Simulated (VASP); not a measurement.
# Pb (Fm-3m) in VASP: notebook

Runs on Pb. Level: LDA. Tasks: elastic constants.

Program: VASP 6.6.1. These are calculated values, not measurements. Logs are shortened: lines on timing, memory, paths and dates and some standing lists are left out, and cuts for length are marked.

### Step 1. The cell of the first run

It takes space group Fm-3m (No. 225, cubic). The conventional cell has a = 4.825 Å, b = 4.825 Å, c = 4.825 Å, α = 90.00°, β = 90.00°, γ = 90.00°. Pb (site symmetry m-3m) has 12 Pb at 3.41 Å within 4.5 Å.

### Step 2. Elastic constants, LDA

INCAR reads:

```
SYSTEM = Pb
ALGO     = Normal         ! electronic algorithm
EDIFF    = 1E-8           ! SCF threshold, eV
ENCUT    = 600            ! plane-wave cutoff, eV
GGA      = CA             ! functional
IBRION   = 6              ! ionic algorithm
ISIF     = 3              ! what is computed and relaxed
ISMEAR   = -1             ! smearing method
LASPH    = .True.         ! aspherical terms in the spheres
LCHARG   = .False.        ! write CHGCAR
LREAL    = .False.        ! projectors in reciprocal space
LWAVE    = .False.        ! write WAVECAR
NELM     = 60             ! most SCF steps
NFREE    = 2            
NSW      = 1              ! ionic steps
POTIM    = 0.015          ! step
PREC     = Accurate       ! precision mode
SIGMA    = 0.08           ! smearing width, eV
```

KPOINTS reads:

```
k-points
0
Gamma
  20 20 20
  0 0 0
```

POSCAR reads:

```
Pb
1.0
    0.0000000000      2.4124397261      2.4124397261
    2.4124397261      0.0000000000      2.4124397261
    2.4124397261      2.4124397261      0.0000000000
Pb
1
Direct
    0.0000000000      0.0000000000      0.0000000000
```

Potentials or basis: VASP PAW LDA potentials, release 64 (Pb_d).

Launch:

```console
> cat potpaw_LDA.64/Pb_d/POTCAR > POTCAR
> mpirun -np 1 vasp_std > vasp.out
```

OUTCAR:

```text
SYSTEM = Pb
   EDIFF = 1E-8
   ENCUT = 600
   GGA = CA
   IBRION = 6
   ISIF = 3
   ISMEAR = -1
   LASPH = .True.
   LREAL = .False.
   NELM = 60
   NFREE = 2
   NSW = 1
   POTIM = 0.015
   PREC = Accurate

 ion  position               nearest neighbor table
   1  0.000  0.000  0.000-

  LATTYP: Found a face centered cubic cell.
 ALAT       =     4.8248794522

  Lattice vectors:

 A1 = (   0.0000000000,   2.4124397261,   2.4124397261)
 A2 = (   2.4124397261,   0.0000000000,   2.4124397261)
 A3 = (   2.4124397261,   2.4124397261,   0.0000000000)

Analysis of symmetry for initial positions (statically):
=====================================================================
 Subroutine PRICEL returns:
 Original cell was already a primitive cell.

 Routine SETGRP: Setting up the symmetry group for a
 face centered cubic supercell.

 Subroutine GETGRP returns: Found 48 space group operations
 (whereof 48 operations were pure point group operations)
 out of a pool of 48 trial point group operations.

The static configuration has the point symmetry O_h .

Analysis of symmetry for dynamics (positions and initial velocities):
=====================================================================
 Subroutine PRICEL returns:
 Original cell was already a primitive cell.

 Routine SETGRP: Setting up the symmetry group for a
 face centered cubic supercell.

 Subroutine GETGRP returns: Found 48 space group operations
 (whereof 48 operations were pure point group operations)
 out of a pool of 48 trial point group operations.

The dynamic configuration has the point symmetry O_h .

 Subroutine INISYM returns: Found 48 space group operations
 (whereof 48 operations are pure point group operations),
 and found     1 'primitive' translations

----------------------------------------------------------------------------------------

                                     Primitive cell

  volume of cell :      28.0801

  direct lattice vectors                    reciprocal lattice vectors
     0.000000000  2.412439726  2.412439726    -0.207259064  0.207259064  0.207259064
     2.412439726  0.000000000  2.412439726     0.207259064 -0.207259064  0.207259064
     2.412439726  2.412439726  0.000000000     0.207259064  0.207259064 -0.207259064

  length of vectors
     3.411704979  3.411704979  3.411704979     0.358983229  0.358983229  0.358983229

  position of ions in fractional coordinates (direct lattice)
     0.000000000  0.000000000  0.000000000

  ion indices of the primitive-cell ions
   primitive index   ion index
                 1           1

----------------------------------------------------------------------------------------

 KPOINTS: k-points

Automatic generation of k-mesh.
 Grid dimensions read from file:
 generate k-points for:   20   20   20

 Generating k-lattice:

  Cartesian coordinates                     Fractional coordinates (reciprocal lattice)
    -0.010362953  0.010362953  0.010362953     0.050000000  0.000000000  0.000000000
     0.010362953 -0.010362953  0.010362953     0.000000000  0.050000000  0.000000000
     0.010362953  0.010362953 -0.010362953     0.000000000  0.000000000  0.050000000

  Length of vectors
     0.017949161  0.017949161  0.017949161

[... 96 lines left out ...]
  ---------------------------------------------------
  ext. energy  EPLUGINS =         0.00000000
  ---------------------------------------------------
  free energy    TOTEN  =        -4.25253405 eV

  energy without entropy =       -4.24253200  energy(sigma->0) =       -4.24753303

------------------------ aborting loop because EDIFF is reached ----------------------------------------

  FORCE on cell =-STRESS in cart. coord.  units (eV):
  Direction    XX          YY          ZZ          XY          YZ          ZX
  --------------------------------------------------------------------------------------
  -------------------------------------------------------------------------------------
  Total        0.3705721      0.3705721      0.3705721     -0.0000000      0.0000000      0.0000000
  in kB       21.1438435     21.1438435     21.1438435     -0.0000000      0.0000000      0.0000000
  external PRESSURE =      21.1438435 kB  Pullay stress =       0.0000000 kB
[... 86 lines left out ...]
  FREE ENERGIE OF THE ION-ELECTRON SYSTEM (eV)
  ---------------------------------------------------
  free  energy   TOTEN  =        -4.2455631497 eV

  energy  without entropy=       -4.2357187714  energy(sigma->0) =       -4.24064096

[... ionic steps 4 to 12 ...]

--------------------------------------- Ionic step       13  -------------------------------------------

 number of electron      14.0000001 magnetization

------------------------ aborting loop because EDIFF is reached ----------------------------------------
[... 65 lines left out ...]
--------------------------------------- Ionic step       15  -------------------------------------------

 number of electron      14.0000001 magnetization

 Free energy of the ion-electron system (eV)
  ---------------------------------------------------
  ext. energy  EPLUGINS =         0.00000000
  ---------------------------------------------------
  free energy    TOTEN  =        -4.25253336 eV

  energy without entropy =       -4.24253130  energy(sigma->0) =       -4.24753233

 E-fermi :   7.9718     XC(G=0): -10.8273

 val. band max:        7.9647167907   @ k =   0.3500   0.1500   0.0500
 cond. band min:       7.9784632615   @ k =  -0.3000   0.3000   0.1000
 fundamental gap:      0.0137464708
 Fermi energy:         7.9717645523

 k-point     1 :       0.0000    0.0000    0.0000
  band No.  band energies     occupation
      1      -9.1689      2.00000
      2      -9.1689      2.00000
      3      -9.1689      2.00000
      4      -8.9891      2.00000
      5      -8.9891      2.00000
      6      -4.4055      2.00000
      7      15.8761      0.00000
      8      15.8761      0.00000
      9      15.8761      0.00000
     10      17.7675      0.00000
     11      20.3651      0.00000
[... 309 lines left out ...]
 k-point    24 :      -0.3500    0.0500    0.0000
  band No.  band energies     occupation
      1      -9.2031      2.00000
      2      -9.1414      2.00000
      3      -9.1365      2.00000
      4      -8.8817      2.00000
      5      -8.8564      2.00000
      6      -1.6169      2.00000
      7       5.4763      2.00000
      8      13.3139      0.00000
      9      14.3807      0.00000
     10      17.2919      0.00000
     11      18.6386      0.00000

 [... further k-points ...]

------------------------ aborting loop because EDIFF is reached ----------------------------------------

  FORCE on cell =-STRESS in cart. coord.  units (eV):
  Direction    XX          YY          ZZ          XY          YZ          ZX
  --------------------------------------------------------------------------------------
  -------------------------------------------------------------------------------------
  Total        0.3705481      0.3705481      0.3705481     -0.0000000      0.0000000      0.0000000
  in kB       21.1424726     21.1424726     21.1424726     -0.0000000      0.0000000      0.0000000
  external PRESSURE =      21.1424726 kB  Pullay stress =       0.0000000 kB
[... 16 lines left out ...]
  FREE ENERGIE OF THE ION-ELECTRON SYSTEM (eV)
  ---------------------------------------------------
  free  energy   TOTEN  =        -4.2525333580 eV

  energy  without entropy=       -4.2425313037  energy(sigma->0) =       -4.24753233

 INTERNAL STRAIN TENSORS FROM STRAINED CELLS
 ============================================

 INTERNAL STRAIN TENSOR FOR ION    1 for displacements in x,y,z  (eV/Angst):
          X           Y           Z          XY          YZ          ZX
  --------------------------------------------------------------------------------
  x     0.00000     0.00000     0.00000     0.00000    -0.00000    -0.00000
  y     0.00000     0.00000    -0.00000     0.00000     0.00000     0.00000
  z    -0.00000     0.00000     0.00000     0.00000    -0.00000     0.00000

 INTERNAL STRAIN TENSORS FROM DISPLACED ATOMS
 ============================================

 INTERNAL STRAIN TENSOR FOR ION    1 for displacements in x,y,z  (eV/Angst):
          X           Y           Z          XY          YZ          ZX
  --------------------------------------------------------------------------------
  x     0.00000     0.00000     0.00000     0.00000     0.00000     0.00000
  y     0.00000     0.00000     0.00000     0.00000     0.00000     0.00000
  z     0.00000     0.00000     0.00000     0.00000     0.00000     0.00000

 Eigenvectors and eigenvalues of the dynamical matrix
 ----------------------------------------------------

   1 f  =    0.000000 THz     0.000000 2PiTHz    0.000000 cm-1     0.000000 meV
             X         Y         Z           dx          dy          dz
      0.000000  0.000000  0.000000     0.707107   -0.707107    0.000000

   2 f  =    0.000000 THz     0.000000 2PiTHz    0.000000 cm-1     0.000000 meV
             X         Y         Z           dx          dy          dz
      0.000000  0.000000  0.000000    -0.707107   -0.707107    0.000000

   3 f  =    0.000000 THz     0.000000 2PiTHz    0.000000 cm-1     0.000000 meV
             X         Y         Z           dx          dy          dz
      0.000000  0.000000  0.000000     0.000000    0.000000    1.000000

--------------------------------------------------------------------------------------------------------

 ELASTIC MODULI CONTR FROM IONIC RELAXATION (kBar)
 Direction    XX          YY          ZZ          XY          YZ          ZX
 --------------------------------------------------------------------------------
 XX           0.0000      0.0000      0.0000      0.0000      0.0000      0.0000
 YY           0.0000      0.0000      0.0000      0.0000      0.0000      0.0000
 ZZ           0.0000      0.0000      0.0000      0.0000      0.0000      0.0000
 XY           0.0000      0.0000      0.0000      0.0000      0.0000      0.0000
 YZ           0.0000      0.0000      0.0000      0.0000      0.0000      0.0000
 ZX           0.0000      0.0000      0.0000      0.0000      0.0000      0.0000
 --------------------------------------------------------------------------------

 TOTAL ELASTIC MODULI (kBar)
 Direction    XX          YY          ZZ          XY          YZ          ZX
 --------------------------------------------------------------------------------
 XX         678.1324    568.7517    568.7517      0.0000      0.0000     -0.0000
 YY         568.7517    678.1324    568.7517      0.0000      0.0000     -0.0000
 ZZ         568.7517    568.7517    678.1324      0.0000     -0.0000     -0.0000
 XY           0.0000      0.0000      0.0000    216.5217      0.0000      0.0000
 YZ           0.0000      0.0000     -0.0000      0.0000    216.5217      0.0000
 ZX          -0.0000     -0.0000     -0.0000      0.0000      0.0000    216.5217
 --------------------------------------------------------------------------------
```

Wall time 33 min (1 thread of Intel Xeon 6975P-C (Granite Rapids), shared host); peak memory 1.3 GiB.

What came out:

```yaml
Elastic_constants_C11_C12_C44: 68, 57, 22 GPa
Voigt_bulk_modulus: 61 GPa
```

Elastic tensor in Voigt notation (GPa, in the Cartesian axes of the cell as first typed):
```
68 57 57  0  0  0
57 68 57  0  0  0
57 57 68  0  0  0
 0  0  0 22  0  0
 0  0  0  0 22  0
 0  0  0  0  0 22
```

Clamped-ion elastic tensor (GPa):
```
68 57 57  0  0  0
57 68 57  0  0  0
57 57 68  0  0  0
 0  0  0 22  0  0
 0  0  0  0 22  0
 0  0  0  0  0 22
```

Caveat: the cell is under stress, which shifts elastic constants; spin-orbit coupling is left out, which moves the levels of the heavy elements.

### Step 3. Elastic constants, LDA

This run uses another cell than the first one, of 28.54 Å³/atom.

INCAR reads:

```
SYSTEM = Pb
  ALGO = Normal
  EDIFF = 1E-8
  ENCUT = 600
  IBRION = 6
  ISIF = 3
  ISMEAR = -1
  LASPH = .TRUE.
  LCHARG = .FALSE.
  LREAL = .FALSE.
  LWAVE = .FALSE.
  NBANDS = 13
  NELM = 60
  NFREE = 2
  NSW = 1
  POTIM = 0.015
  PREC = Accurate
  SIGMA = 0.08
```

KPOINTS reads:

```
k-points
0
G
  20 20 20
  0 0 0
```

POSCAR reads:

```
Pb
1.0
    0.0000000000      2.4255740397      2.4255740397
    2.4255740397      0.0000000000      2.4255740397
    2.4255740397      2.4255740397      0.0000000000
Pb
1
Direct
    0.0000000000      0.0000000000      0.0000000000
```

Potentials or basis: VASP PAW LDA potentials, release 64 (Pb_d).

Launch:

```console
> cat potpaw_LDA.64/Pb_d/POTCAR > POTCAR
> mpirun -np 1 vasp_std > vasp.out
```

Run time: 1.9 h. Hardware: 1 thread of Intel Xeon 8259CL, shared host; peak memory 1.4 GiB.

The run converged. Its results:

* Elastic constants C11, C12, C44: 64, 53, 21 GPa
* Voigt bulk modulus: 57 GPa

Elastic tensor in Voigt notation (GPa, in the Cartesian axes of the cell as first typed):
```
64 53 53  0  0  0
53 64 53  0  0  0
53 53 64  0  0  0
 0  0  0 21  0  0
 0  0  0  0 21  0
 0  0  0  0  0 21
```

Clamped-ion elastic tensor (GPa):
```
64 53 53  0  0  0
53 64 53  0  0  0
53 53 64  0  0  0
 0  0  0 21  0  0
 0  0  0  0 21  0
 0  0  0  0  0 21
```

Caveat: the cell is under stress, which shifts elastic constants; spin-orbit coupling is left out, which moves the levels of the heavy elements.
